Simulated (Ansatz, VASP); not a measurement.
SrO in VASP and in Ansatz

File INCAR:

```
ALGO     = Normal         # electronic algorithm
EDIFF    = 1E-6           # SCF threshold, eV
ENCUT    = 520            # plane-wave cutoff, eV
GGA      = CA             # functional
ISIF     = 2              # what is computed and relaxed
ISMEAR   = 0              # smearing method
LASPH    = True           # aspherical terms in the spheres
LCHARG   = True           # write CHGCAR
LELF     = True           # ELF
LREAL    = False          # projectors in reciprocal space
LVHAR    = True         
LWAVE    = False          # write WAVECAR
NBANDS   = 24             # bands
NELM     = 80             # most SCF steps
PREC     = Accurate       # precision mode
SIGMA    = 0.05           # smearing width, eV
```

KPOINTS

```
k-points
0
Gamma
  9 9 6
```

POSCAR

```
SrO
1.0
    3.9334289643      0.0000000000      0.0000000000
   -1.9667144822      3.4064494071      0.0000000000
    0.0000000000      0.0000000000      5.1555949900
Sr O
2 2
Direct
    0.3333333333      0.6666666667      0.9381277000
    0.6666666667      0.3333333333      0.4381277000
    0.3333333333      0.6666666667      0.4368723000
    0.6666666667      0.3333333333      0.9368723000
```

Input for Ansatz:

```yaml
crystal:
  lattice:
    - [3.9334289643, 0.0, 0.0]
    - [-1.9667144822, 3.4064494071, 0.0]
    - [0.0, 0.0, 5.15559499]
  atoms:
    - { symbol: Sr, position: [0.3333333333, 0.6666666667, 0.9381277] }
    - { symbol: Sr, position: [0.6666666667, 0.3333333333, 0.4381277] }
    - { symbol: O, position: [0.3333333333, 0.6666666667, 0.4368723] }
    - { symbol: O, position: [0.6666666667, 0.3333333333, 0.9368723] }
basis:
  ecutwfc: 420
kpoints:
  mp_grid: { grid: [9, 9, 6] }
hamiltonian:
  xc: lda
scf:
  occupations: { method: gaussian, width: 0.05 }
output:
  forces: true
  stress: true
  eigenvalues: true
```

Change from the starting cell: strain -0.080 along x and y, +0.000 along z, atoms carried along.

Alike in both runs: task single point; functional LDA; k mesh 9 × 9 × 6; occupations gaussian, width 0.05 eV; no spin polarisation.

|  | VASP | Ansatz |
| --- | --- | --- |
| version | VASP 6.6.1 | Ansatz 0.2.0 |
| potentials or method | VASP PAW LDA potentials, release 64 (Sr_sv, O), cutoff 520 eV | scalar-relativistic, plane waves, PAW |
| valence electrons in the cell | 32 | 32 |

```csv
,VASP,Ansatz,Ansatz less VASP
gap on the k mesh at the Fermi level (eV),2.76,2.76,-0.006
least direct gap on the mesh (eV),3.05,3.10,+0.053
pressure (GPa),13.1,11.9,-1.18
"traceless stress, the component that is largest in VASP (GPa)",-10.57,-10.01,+0.565
```

LDA's correlation is that of Perdew and Zunger in VASP and of Perdew and Wang (1992) in Ansatz.
